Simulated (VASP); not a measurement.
La2O3 (dscan), 5 atoms in the cell. Symmetry: P-3m1, No. 164, trigonal system. Conventional cell: a = 3.931 Å, b = 3.931 Å, c = 6.112 Å, α = 90.00°, β = 90.00°, γ = 120.00°. La (site symmetry 3m) has 7 O at 2.36 to 2.72 Å within 3.1 Å. O (site symmetry 3m) has 4 La at 2.36 to 2.44 Å and 3 O at 2.89 Å within 3.1 Å. O (site symmetry -3m) has 6 La at 2.72 Å and 6 O at 3.14 Å within 3.6 Å. 

```yaml
Program: VASP 6.6.1
Task: single point
Functional: r2SCAN
Potentials_or_basis: VASP PAW PBE potentials, release 64 (La, O)
Cutoff: 520 eV
k_mesh: 6 × 6 × 4
Occupations: gaussian, width 0.1 eV
Spin: no spin polarisation
Dipole_correction: no
Further_INCAR_settings: ALGO = Normal; EDIFF = 1e-06; NBANDS = 28
```

Potentials or basis: VASP PAW PBE potentials, release 64 (La, O).

Launch:

```sh
$ cat potpaw_PBE.64/La/POTCAR potpaw_PBE.64/O/POTCAR > POTCAR
$ cp INCAR.step1 INCAR
$ mpirun -np 1 vasp_std > vasp.out
$ cp INCAR.step2 INCAR
$ mpirun -np 1 vasp_std > vasp.out
```

Hardware: 1 thread of Intel(R) Xeon(R) Platinum 8375C CPU @ 2.90GHz (Ice Lake), on a shared host.

Estimate the wall time of this run.

Run time: 5 min on 1 thread of Intel(R) Xeon(R) Platinum 8375C CPU @ 2.90GHz (Ice Lake), with other jobs on the host, peak memory 0.24 GiB. Counts: k points 24.
